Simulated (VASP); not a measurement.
Set up this calculation in VASP 6.6.1, as the native input.

- Task: single point
- Functional: PBEsol
- Dispersion: D4
- Potentials or basis: VASP PAW PBE potentials, release 64 (Co)
- Cutoff: 600 eV
- k mesh: 21 × 21 × 10
- Occupations: gaussian, width 0.1 eV
- Spin: collinear spin, ferromagnetic start
- Starting moments: [1.73, 1.73] μB
- Dipole correction: no
- Further INCAR settings: ALGO = Normal; EDIFF = 1e-06; NBANDS = 20

The structure of Co lies in POSCAR:

```
Co
1.0
    2.4441171732      0.0000000000      0.0000000000
   -1.2220585866      2.1166675618      0.0000000000
    0.0000000000      0.0000000000      3.9476385489
Co
2
Direct
    0.3333333333      0.6666666667      0.2500000000
    0.6666666667      0.3333333333      0.7500000000
```

One way to write it, as run:

INCAR

```
  PREC = Accurate
  ENCUT = 600
  EDIFF = 1E-6
  ISMEAR = 0
  SIGMA = 0.1
  LREAL = False
  LASPH = True
  NELM = 200
  ALGO = Normal
  ISIF = 2
  LWAVE = False
  LCHARG = False
  ISPIN = 2
  MAGMOM = 1.73 1.73
  LORBIT = 11
  LMAXMIX = 4
  GGA = PS
  IVDW = 13
  NBANDS = 20
  GGA_COMPAT = False
```

KPOINTS

```
regular mesh
0
Gamma
  21 21 10
```

Potentials or basis: VASP PAW PBE potentials, release 64 (Co).

Run with:

```console
$ cat potpaw_PBE.64/Co/POTCAR > POTCAR
$ mpirun -np 1 vasp_std > vasp.out
```

It gave:

The pressure is -1.1 GPa, the net moment is 3.09 μB per cell and the site moments are Co +1.55 μB. The valence electrons inside the program's atomic spheres are Co 8.40 and the dispersion energy per atom is -0.260 eV.

Caveat: the PAW data sets were made with another functional, which shifts forces and pressure a little; pairwise dispersion overbinds metals, which lowers pressure and volume.

Run time: 7.3 min on 1 thread of AMD EPYC 7R13, on a shared host, peak memory 0.28 GiB.
